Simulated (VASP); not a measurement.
# Re (I4_1/amd) in VASP: a series of runs

Runs on Re. Level: PBE. Tasks: single point.

All numbers are computed with VASP 6.6.1; they aren't measurements. Logs are shortened: lines on timing, memory, paths and dates and some standing lists are left out, and cuts for length are marked.

## 1. The cell of the first run

The structure is tetragonal, space group I4_1/amd (No. 141). The conventional cell has a = 4.561 Å, b = 4.561 Å, c = 2.382 Å, α = 90.00°, β = 90.00°, γ = 90.00°. Within 3.1 Å of Re (site symmetry -4m2) lie 10 Re at 2.36 to 2.90 Å.

## 2. Single point, PBE

Input file INCAR:

```
SYSTEM = Re
PREC = Accurate
ENCUT = 560
EDIFF = 1E-6
ISMEAR = -1
SIGMA = 0.1
LREAL = .FALSE.
LASPH = .TRUE.
NELM = 120
ALGO = Normal
ISIF = 2
LWAVE = .FALSE.
LCHARG = .FALSE.
GGA = PE
NBANDS = 22
GGA_COMPAT = .FALSE.
```

Input file KPOINTS:

```
Automatic mesh
0
G
  18 18 18
  0 0 0
```

Input file POSCAR:

```
Re
1.0
   -2.2805362839      2.2805362839      1.1909282361
    2.2805362839     -2.2805362839      1.1909282361
    2.2805362839      2.2805362839     -1.1909282361
Re
2
Direct
   -0.3750000000     -0.1250000000     -0.2500000000
    0.3750000000      0.1250000000      0.2500000000
```

Potentials or basis: VASP PAW PBE potentials, release 64 (Re_sv_GW).

On the command line:

```bash
$ cat potpaw_PBE.64/Re_sv_GW/POTCAR > POTCAR
$ mpirun -np 1 vasp_std > vasp.out
```

OUTCAR:

```text
SYSTEM = Re
   PREC = Accurate
   ENCUT = 560
   EDIFF = 1E-6
   ISMEAR = -1
   LREAL = .FALSE.
   LASPH = .TRUE.
   NELM = 120
   ISIF = 2
   GGA = PE

 ion  position               nearest neighbor table
   1  0.625  0.875  0.750-   2 2.36   2 2.36   2 2.36   2 2.36   2 2.90   2 2.90   2 2.90   2 2.90

   2  0.375  0.125  0.250-   1 2.36   1 2.36   1 2.36   1 2.36   1 2.90   1 2.90   1 2.90   1 2.90

  LATTYP: Found a body centered tetragonal cell.
 ALAT       =     4.5610725678
 C/A-ratio  =     0.5222141145

  Lattice vectors:

 A1 = (  -2.2805362839,   2.2805362839,   1.1909282361)
 A2 = (   2.2805362839,  -2.2805362839,   1.1909282361)
 A3 = (   2.2805362839,   2.2805362839,  -1.1909282361)

Analysis of symmetry for initial positions (statically):
=====================================================================
 Subroutine PRICEL returns:
 Original cell was already a primitive cell.

 Routine SETGRP: Setting up the symmetry group for a
 body centered tetragonal supercell.

 Subroutine GETGRP returns: Found 16 space group operations
 (whereof  4 operations were pure point group operations)
 out of a pool of 16 trial point group operations.

The static configuration has the point symmetry C_2h.
 The point group associated with its full space group is D_4h.

Analysis of symmetry for dynamics (positions and initial velocities):
=====================================================================
 Subroutine PRICEL returns:
 Original cell was already a primitive cell.

 Routine SETGRP: Setting up the symmetry group for a
 body centered tetragonal supercell.

 Subroutine GETGRP returns: Found 16 space group operations
 (whereof  4 operations were pure point group operations)
 out of a pool of 16 trial point group operations.

The dynamic configuration has the point symmetry C_2h.
 The point group associated with its full space group is D_4h.

 Subroutine INISYM returns: Found 16 space group operations
 (whereof  4 operations are pure point group operations),
 and found     1 'primitive' translations

----------------------------------------------------------------------------------------

                                     Primitive cell

  volume of cell :      24.7753

  direct lattice vectors                    reciprocal lattice vectors
    -2.280536284  2.280536284  1.190928236     0.000000000  0.219246676  0.419840579
     2.280536284 -2.280536284  1.190928236     0.219246676  0.000000000  0.419840579
     2.280536284  2.280536284 -1.190928236     0.219246676  0.219246676  0.000000000

  length of vectors
     3.438022913  3.438022913  3.438022913     0.473640387  0.473640387  0.310061623

  position of ions in fractional coordinates (direct lattice)
     0.625000000  0.875000000  0.750000000
     0.375000000  0.125000000  0.250000000

  ion indices of the primitive-cell ions
   primitive index   ion index
                 1           1
                 2           2

----------------------------------------------------------------------------------------

 KPOINTS: Automatic mesh

Automatic generation of k-mesh.
 Grid dimensions read from file:
 generate k-points for:   18   18   18

 Generating k-lattice:

  Cartesian coordinates                     Fractional coordinates (reciprocal lattice)
     0.000000000  0.012180371  0.023324477     0.055555556 -0.000000000  0.000000000
     0.012180371  0.000000000  0.023324477    -0.000000000  0.055555556  0.000000000
     0.012180371  0.012180371  0.000000000     0.000000000  0.000000000  0.055555556

  Length of vectors
     0.026313355  0.026313355  0.017225646

  Shift w.r.t. Gamma in fractional coordinates (k-lattice)
     0.000000000  0.000000000  0.000000000

 Subroutine IBZKPT returns following result:
 ===========================================

 Found    480 irreducible k-points:

 Following reciprocal coordinates:
            Coordinates               Weight
  0.000000  0.000000  0.000000      1.000000
  0.055556  0.000000  0.000000      8.000000
  0.111111  0.000000  0.000000      8.000000
  0.166667  0.000000  0.000000      8.000000
  0.222222  0.000000 -0.000000      8.000000
  0.277778  0.000000  0.000000      8.000000
[... 16 lines left out ...]
 -0.277778  0.055556 -0.000000     16.000000
 -0.222222  0.055556  0.000000     16.000000
 [... further k-points ...]
   k-points           NKPTS =    480   k-points in BZ     NKDIM =    480   number of bands    NBANDS=     22
   number of dos      NEDOS =    301   number of ions     NIONS =      2
   total plane-waves  NPLWV =  21952
   dimension x,y,z NGX =    28 NGY =   28 NGZ =   28
   dimension x,y,z NGXF=    56 NGYF=   56 NGZF=   56
   ions per type =               2
   NGX,Y,Z   is equivalent  to a cutoff of  13.54, 13.54, 13.54 a.u.
   NGXF,Y,Z  is equivalent  to a cutoff of  27.08, 27.08, 27.08 a.u.
 SYSTEM =  Re
   PREC   = accura    normal or accurate (medium, high low for compatibility)
   ISTART =      0    job   : 0-new  1-cont  2-samecut
   ICHARG =      2    charge: 1-file 2-atom 10-const
   ISPIN  =      1    spin polarized calculation?
   LNONCOLLINEAR =      F non collinear calculations
   LSORBIT =      F    spin-orbit coupling
   LASPH  =      T    aspherical Exc in radial PAW
   ENCUT  =  560.0 eV  41.16 Ry    6.42 a.u.   6.63  6.63  6.63*2*pi/ulx,y,z
   NELM   =    120;   NELMIN=  2; NELMDL= -5     # of ELM steps
   EDIFF  = 0.1E-05   stopping-criterion for ELM
   LREAL  =      F    real-space projection
   EDIFFG = 0.1E-04   stopping-criterion for IOM
   NSW    =      0    number of steps for IOM
   IBRION =     -1    ionic relax: 0-MD 1-quasi-New 2-CG
   NFREE  =      0    steps in history (QN), initial steepest desc. (CG)
   ISIF   =      2    stress and relaxation
   ISYM   =      2    0-nonsym 1-usesym 2-fastsym
   POTIM  = 0.5000    time-step for ionic-motion
   TEBEG  =    0.0;   TEEND  =   0.0 temperature during run
   PSTRESS=    0.0 pullay stress
   NELECT =      30.0000    total number of electrons
   NUPDOWN=      -1.0000    fix difference up-down
   EMIN   =  10.00;   EMAX   =-10.00  energy-range for DOS
   EFERMI =   0.00;   METHOD = LEGACY
   ISMEAR =    -1;   SIGMA  =   0.10  broadening in eV -4-tet -1-fermi 0-gaus
   EFERMI_NEDOS =   21; number of points for ismear=-14 and -15
   IALGO  =     38    algorithm
   IMIX   =      4    mixing-type and parameters
     AMIX     =   0.40;   BMIX     =  1.00
     AMIX_MAG =   1.60;   BMIX_MAG =  1.00
  volume/ion in A,a.u.               =      12.39        83.60
  Fermi-wavevector in a.u.,A,eV,Ry     =   1.744920  3.297420 41.426258  3.044744
  Thomas-Fermi vector in A             =   2.816706
   LORBIT       =      0    0 simple, 1 ext, 2 COOP (PROOUT), +10 PAW based schemes
   GGA     = PE    functional components
   LHFCALC =     F    Hartree Fock is set to
   AEXX    =    0.0000 exact exchange contribution
   IVDW    =     0    specifies the selected vdW correction
   LEPSILON=     F    determine dielectric tensor
   LRPA    =     F    only Hartree local field effects (RPA)
 non-spin polarized calculation
  energy-cutoff  :      560.00
  volume of cell :       24.78
 maximum number of plane-waves:       765
   NGX = 13   NGY = 13   NGZ = 13

 number of electron      29.9999999 magnetization

 Free energy of the ion-electron system (eV)
  ---------------------------------------------------
  ext. energy  EPLUGINS =         0.00000000
  ---------------------------------------------------
  free energy    TOTEN  =       -23.04829105 eV

  energy without entropy =      -22.99647635  energy(sigma->0) =      -23.02238370

 E-fermi :  17.0207     XC(G=0): -15.1811

 val. band max:       17.0112783195   @ k =   0.3333   0.1111   0.1111
 cond. band min:      17.0208536006   @ k =  -0.3889  -0.3889   0.2778
 fundamental gap:      0.0095752811
 Fermi energy:        17.0207211169

 k-point     1 :       0.0000    0.0000    0.0000
  band No.  band energies     occupation
      1     -63.7020      2.00000
      2     -63.1512      2.00000
      3     -26.6059      2.00000
      4     -26.6059      2.00000
      5     -24.3749      2.00000
      6     -24.3749      2.00000
[... 14 lines left out ...]
     21      24.7800      0.00000
     22      33.6109      0.00000

 k-point     2 :       0.0556    0.0000    0.0000
  band No.  band energies     occupation
      1     -63.6917      2.00000
      2     -63.1479      2.00000
      3     -26.5978      2.00000
      4     -26.5781      2.00000
      5     -24.4343      2.00000
      6     -24.3697      2.00000
[... 14 lines left out ...]
     21      25.4161      0.00000
     22      33.7939      0.00000

 k-point     3 :       0.1111    0.0000    0.0000
  band No.  band energies     occupation
      1     -63.6613      2.00000
      2     -63.1389      2.00000
      3     -26.5744      2.00000
      4     -26.4981      2.00000
      5     -24.6483      2.00000
      6     -24.5948      2.00000
[... 14 lines left out ...]
     21      26.5725      0.00000
     22      34.1940      0.00000

 k-point     4 :       0.1667    0.0000    0.0000
  band No.  band energies     occupation
      1     -63.6138      2.00000
      2     -63.1256      2.00000
      3     -26.5377      2.00000
      4     -26.3783      2.00000
      5     -24.9978      2.00000
      6     -24.9153      2.00000
[... 14 lines left out ...]
     21      27.8160      0.00000
     22      34.4964      0.00000

 k-point     5 :       0.2222    0.0000   -0.0000
  band No.  band energies     occupation
      1     -63.5542      2.00000
      2     -63.1105      2.00000
      3     -26.4919      2.00000
      4     -26.2468      2.00000
      5     -25.4150      2.00000
      6     -25.2699      2.00000
[... 14 lines left out ...]
     21      28.6461      0.00000
     22      34.5650      0.00000

 k-point     6 :       0.2778    0.0000    0.0000
  band No.  band energies     occupation
      1     -63.4883      2.00000
      2     -63.0962      2.00000
      3     -26.4419      2.00000
      4     -26.1939      2.00000
      5     -25.8172      2.00000
      6     -25.5580      2.00000
[... 14 lines left out ...]
     21      29.3884      0.00000
     22      34.2006      0.00000

 k-point     7 :       0.3333    0.0000    0.0000
  band No.  band energies     occupation
      1     -63.4232      2.00000
      2     -63.0854      2.00000
      3     -26.3936      2.00000
      4     -26.3880      2.00000
      5     -26.1395      2.00000
      6     -25.5962      2.00000
[... 324 lines left out ...]
      6     -25.3288      2.00000
[... 14 lines left out ...]
     21      28.2558      0.00000
     22      30.9416      0.00000

 k-point    21 :      -0.3889    0.0556    0.0000
  band No.  band energies     occupation
      1     -63.4057      2.00000
      2     -63.1028      2.00000
      3     -26.4495      2.00000
      4     -26.3360      2.00000
      5     -26.1569      2.00000
      6     -25.4474      2.00000
[... 14 lines left out ...]
     21      28.7563      0.00000
     22      32.4773      0.00000

 k-point    22 :      -0.3333    0.0556    0.0000
  band No.  band energies     occupation
      1     -63.4702      2.00000
      2     -63.1143      2.00000
      3     -26.4541      2.00000
      4     -26.1337      2.00000
      5     -25.8473      2.00000
      6     -25.4701      2.00000
[... 14 lines left out ...]
     21      29.2039      0.00000
     22      33.6119      0.00000

 k-point    23 :      -0.2778    0.0556   -0.0000
  band No.  band energies     occupation
      1     -63.5370      2.00000
      2     -63.1276      2.00000
      3     -26.4997      2.00000
      4     -26.1446      2.00000
      5     -25.4591      2.00000
      6     -25.2432      2.00000
[... 14 lines left out ...]
     21      29.0901      0.00000
     22      34.0728      0.00000

 k-point    24 :      -0.2222    0.0556    0.0000
  band No.  band energies     occupation
      1     -63.5989      2.00000
      2     -63.1406      2.00000
      3     -26.5420      2.00000
      4     -26.2816      2.00000
      5     -25.0569      2.00000
      6     -24.9078      2.00000
[... 14 lines left out ...]
     21      28.4505      0.00000
     22      33.8724      0.00000

 [... further k-points ...]

------------------------ aborting loop because EDIFF is reached ----------------------------------------

  FORCE on cell =-STRESS in cart. coord.  units (eV):
  Direction    XX          YY          ZZ          XY          YZ          ZX
  --------------------------------------------------------------------------------------
  -------------------------------------------------------------------------------------
  Total       23.4603002     23.4603002     23.4541070      0.0000000     -0.0000000     -0.0000000
  in kB     1517.1362706   1517.1362706   1516.7357691      0.0000000     -0.0000000     -0.0000000
  external PRESSURE =    1517.0027701 kB  Pullay stress =       0.0000000 kB

 VOLUME and BASIS-vectors are now :
 -----------------------------------------------------------------------------
  energy-cutoff  :      560.00
  volume of cell :       24.78
      direct lattice vectors                 reciprocal lattice vectors
    -2.280536284  2.280536284  1.190928236     0.000000000  0.219246676  0.419840579
     2.280536284 -2.280536284  1.190928236     0.219246676  0.000000000  0.419840579
     2.280536284  2.280536284 -1.190928236     0.219246676  0.219246676  0.000000000

 POSITION                                       TOTAL-FORCE (eV/Angst)
 -----------------------------------------------------------------------------------
      2.28054      1.14027      0.89320        -0.000000     -0.000000      0.000000
      0.00000      1.14027      0.29773         0.000000      0.000000     -0.000000
 -----------------------------------------------------------------------------------
    total drift:                               -0.000000      0.000000     -0.000000

  FREE ENERGIE OF THE ION-ELECTRON SYSTEM (eV)
  ---------------------------------------------------
  free  energy   TOTEN  =       -23.0482910502 eV

  energy  without entropy=      -22.9964763493  energy(sigma->0) =      -23.02238370
```

It took 2.3 min on 1 thread of Intel Xeon 6975P-C (Granite Rapids), shared host; peak memory 0.37 GiB.

What came out:

| Quantity | Value |
| --- | --- |
| Free energy | -23.0483 eV |
| Pressure | 151.7 GPa |
| Band gap on the k mesh | zero (bands 15 and 16 overlap by 3.03 eV) |

Caveat: the cell stands under pressure; spin-orbit coupling is left out, which moves the levels of the heavy elements.

(Continued in part 2 of 2.)
